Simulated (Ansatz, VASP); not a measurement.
**Ga2Te3Pd: VASP beside Ansatz**

```
Ga Te Pd
1.0
     7.20431    0.00000    0.00000
    -3.60216    6.23912    0.00000
     0.00000    0.00000    3.91992
Ga Te Pd
2 3 1
Direct
  0.00000 0.00000 0.00000
  0.66667 0.33333 0.50000
  0.49163 0.50837 0.00000
  0.49163 0.98325 0.00000
  0.01675 0.50837 0.00000
  0.33333 0.66667 0.50000
```

Alike in both runs: functional PBE; k mesh 6 × 6 × 10; occupations gaussian, width 0.1 eV; no spin polarisation.

Ansatz relaxed the structure, and its values are those at the end. VASP's run is a single point on that final structure, the one shown.

|  | VASP | Ansatz |
| --- | --- | --- |
| version | VASP 6.6.1 | Ansatz 0.2.0 |
| potentials or method | VASP PAW PBE potentials, release 64 (Ga_d, Te, Pd), cutoff 520 eV | scalar-relativistic, plane waves, PAW |
| valence electrons in the cell | 54 | 92 |

|  | VASP | Ansatz | Ansatz less VASP |
| --- | --- | --- | --- |
| gap on the k mesh at the Fermi level (eV) | none | none | - |
| pressure (GPa) | 0.0 | 0.0 | +0.03 |
| rms of the force components (eV/Å) | 0.006 | 0.002 | -0.0044 |

A gap of «none» marks a metal or a gap that the smearing closes. VASP's potentials hold 54 valence electrons a cell and Ansatz's 92, so a difference there can come from the potentials and not from the codes.

Neither program's run includes spin-orbit coupling.
